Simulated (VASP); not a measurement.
# Sb: single point with PBE

The system is Sb, a slab with vacuum.

```
Sb
1.0
     4.10053    0.00000    0.00000
    -2.05027    3.55117    0.00000
     0.00000    0.00000   26.87000
Sb
2
Direct
  0.33333 0.66667 0.28094
  0.66667 0.33333 0.34099
```

| Item | Value |
| --- | --- |
| Program | VASP 6.6.1 |
| Task | single point |
| Functional | PBE |
| Potentials or basis | VASP PAW PBE potentials, release 64 (Sb) |
| Cutoff | 400 eV |
| k mesh | 12 × 12 × 1 |
| Occupations | gaussian, width 0.04 eV |
| Spin | no spin polarisation |
| Dipole correction | yes |
| Further INCAR settings | ALGO = Normal; EDIFF = 1e-06; NBANDS = 12; NELMDL = -8 |

| Quantity | Value |
| --- | --- |
| Largest force | 0.351 eV/Å |
| Band gap on the k mesh | 1.35 eV, indirect (least direct gap 1.61 eV) |
| Ionisation potential of the upper face | 4.93 eV |

Forces in eV/Å, atoms in the order of the input:
```
Sb   0.000  0.000 -0.351
Sb   0.000  0.000  0.351
```

Levels at points of the mesh, in eV from the valence-band top:
| k point | band 2 | band 3 | band 4 | band 5 | band 6 | band 7 | band 8 | band 9 |
| --- | --- | --- | --- | --- | --- | --- | --- | --- |
| (0.00, 0.00, 0.00) | -6.18 | -0.49 | 0.00 | 0.00 | 1.61 | 2.87 | 2.87 | 4.37 |
| (0.50, 0.00, 0.00) | -7.77 | -2.89 | -1.58 | -1.38 | 1.66 | 2.59 | 3.70 | 5.17 |

Wall time 2.8 min on 1 thread of AMD EPYC 7R43 64-Core Processor (Zen 3), on a shared host, peak memory 0.3 GiB.

Caveat: spin-orbit coupling is left out, which moves the levels of the heavy elements.
